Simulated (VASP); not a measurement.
Al5P:

```xyz
6
Lattice="0.0000 3.6400 3.6400 3.6400 0.0000 3.6400 3.6400 3.6400 0.0000" Properties=species:S:1:pos:R:3 pbc="T T T"
Al    5.4600    5.4600    5.4600
Al    4.5435    4.5435    2.7365
Al    4.5435    2.7365    4.5435
Al    2.7365    2.7365    2.7365
Al    2.7365    4.5435    4.5435
P     0.0000    0.0000    0.0000
```

| Property | Result |
| --- | --- |
| Program | VASP 6.6.1 |
| Task | relaxation of cell and atoms |
| Functional | PBE |
| Potentials or basis | VASP PAW PBE potentials, release 64 (Al, P) |
| Cutoff | 600 eV |
| k mesh | 4 × 4 × 4 |
| Occupations | gaussian, width 0.1 eV |
| Spin | no spin polarisation |

At the start: pressure 5.2 GPa; volume 16.08 Å³/atom.

Task: Where does the relaxation end?

Result: Over 3 steps the energy falls by 17.7 meV/atom and the volume is 17.21 Å³/atom (+7.0 %); space group F-43m (No. 216, to 0.05 Å).

The path:
```tsv
step	energy change (eV)	largest force (eV/Å)	pressure (GPa)	volume (Å³)
1	0.0000	0.1241	5.18	96.46
2	-0.1051	0.0296	-0.41	103.90
3	-0.1060	0.0193	0.02	103.24
```

Final structure:
```
Al P
1.0
     0.00000    3.72342    3.72342
     3.72342    0.00000    3.72342
     3.72342    3.72342    0.00000
Al P
5 1
Cartesian
  5.5851 5.5851 5.5851
  4.6509 4.6509 2.7960
  4.6509 2.7960 4.6509
  2.7960 2.7960 2.7960
  2.7960 4.6509 4.6509
  0.0000 0.0000 0.0000
```

Caveat: the k points lie up to 0.37 Å⁻¹ apart in the final cell.
